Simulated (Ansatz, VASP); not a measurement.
## Two plane-wave programs on Pb

```
Pb
1.0
    -1.97966    1.97966    1.97966
     1.97966   -1.97966    1.97966
     1.97966    1.97966   -1.97966
Pb
1
Direct
  0.00000 0.00000 0.00000
```

Alike in both runs: task relaxation of cell and atoms; functional B3LYP; k mesh 5 × 5 × 5; occupations fermi-dirac, width 0.05 eV; no spin polarisation.

```csv
,VASP,Ansatz
version,VASP 6.6.1,Ansatz 0.2.0
potentials or method,"VASP PAW PBE potentials, release 64 (Pb_d)",Ansatz PAW
plane-wave cutoff (eV),600,420
valence electrons in the cell,14,14
```

Ansatz gave:

* gap on the k mesh at the Fermi level, each at its own relaxed structure (eV): none
* relaxed volume (Å³/atom): 34.25
* relaxed cell length with the largest relative difference (Å): 3.544

Problem. What did VASP give for the same quantities?

Solution. gap on the k mesh at the Fermi level, each at its own relaxed structure (eV): none; relaxed volume (Å³/atom): 34.31; relaxed cell length with the largest relative difference (Å): 3.546.

VASP's potentials were made for PBE, not for B3LYP. A gap of «none» marks a metal or a gap that the smearing closes.

The k mesh is coarse, so the values compare programs but aren't converged. Spin-orbit coupling is off throughout. Noted on Ansatz's run: the plane-wave basis is chosen anew once the cell has moved, so the energies of steps on either side of that aren't comparable.
